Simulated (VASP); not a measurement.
Wanted: the native input for a VASP 6.6.1 run.

```yaml
Task: single point
Functional: PBEsol
Potentials_or_basis: VASP PAW PBE potentials, release 64 (Rb_sv, Br)
Cutoff: 520 eV
k_mesh: 7 × 7 × 7
Occupations: fermi-dirac, width 0.03 eV
Spin: no spin polarisation
Dipole_correction: no
Further_INCAR_settings: ALGO = Normal; EDIFF = 1e-07; NBANDS = 15
```

The structure of RbBr lies in POSCAR:

```
RbBr
1.0
    0.0000000000      3.4388871268      3.4388871268
    3.4388871268      0.0000000000      3.4388871268
    3.4388871268      3.4388871268      0.0000000000
Rb Br
1 1
Direct
    0.0000000000      0.0000000000      0.0000000000
    0.5000000000      0.5000000000      0.5000000000
```

This cell differs from its parent crystal: volume scaled by 1.01.

The input as run:

INCAR

```
SYSTEM = RbBr
ALGO = Normal ; EDIFF = 1E-7
ENCUT = 520 ; GGA = PS
ISIF = 2 ; ISMEAR = -1
LASPH = .TRUE. ; LCHARG = .FALSE.
LREAL = .FALSE. ; LWAVE = .FALSE.
NBANDS = 15 ; NELM = 60
PREC = Accurate ; SIGMA = 0.03
```

KPOINTS

```
k-points
0
G
  7 7 7
  0 0 0
```

Potentials or basis: VASP PAW PBE potentials, release 64 (Rb_sv, Br).

Launch:

```console
$ cat potpaw_PBE.64/Rb_sv/POTCAR potpaw_PBE.64/Br/POTCAR > POTCAR
$ mpirun -np 1 vasp_std > vasp.out
```

It gave:

```
Pressure               : -0.2 GPa
Band gap on the k mesh : 4.19 eV, direct
```

Caveat: the PAW data sets were made with another functional, which shifts forces and pressure a little.

Wall time 37 s on 1 thread of Intel(R) Xeon(R) Platinum 8259CL CPU @ 2.50GHz (Skylake/Cascade Lake), on a shared host, peak memory 0.21 GiB.
